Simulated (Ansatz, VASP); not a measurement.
## MgGe2: VASP beside Ansatz

```xyz
6
Lattice="5.5941 -1.8742 0.0000 5.5941 1.8742 0.0000 -3.2600 0.0000 6.0868" Properties=species:S:1:pos:R:3 pbc="T T T"
Ge    4.9640    0.0000    1.7872
Ge    2.9643    0.0000    4.2996
Ge    6.6376    0.0000    5.9982
Ge    1.2908    0.0000    0.0886
Mg    7.9831    0.0000    2.1258
Mg   -0.0548    0.0000    3.9610
```

Alike in both runs: task single point; functional PBEsol; k mesh 8 × 8 × 5; occupations fermi-dirac, width 0.05 eV; no spin polarisation.

```csv
,VASP,Ansatz
version,VASP 6.6.1,Ansatz 0.2.0
potentials or method,"VASP PAW PBE potentials, release 64 (Ge_d, Mg)",Ansatz PAW
plane-wave cutoff (eV),520,420
valence electrons in the cell,60,76
```

Ansatz gave:

- gap on the k mesh at the Fermi level (eV): none
- pressure (GPa): -4.5
- traceless stress, the component that is largest in VASP (GPa): 0.57
- rms of the force components (eV/Å): 0.116

Task: What did VASP give for the same quantities?

Result: gap on the k mesh at the Fermi level (eV): none; pressure (GPa): -4.5; traceless stress, the component that is largest in VASP (GPa): 0.58; rms of the force components (eV/Å): 0.112.

VASP's potentials were made for PBE, not for PBEsol. Atom by atom the forces differ by 0.004 eV/Å (rms over components). A gap of «none» marks a metal or a gap that the smearing closes. VASP's potentials hold 60 valence electrons a cell and Ansatz's 76, so a difference there can come from the potentials and not from the codes.
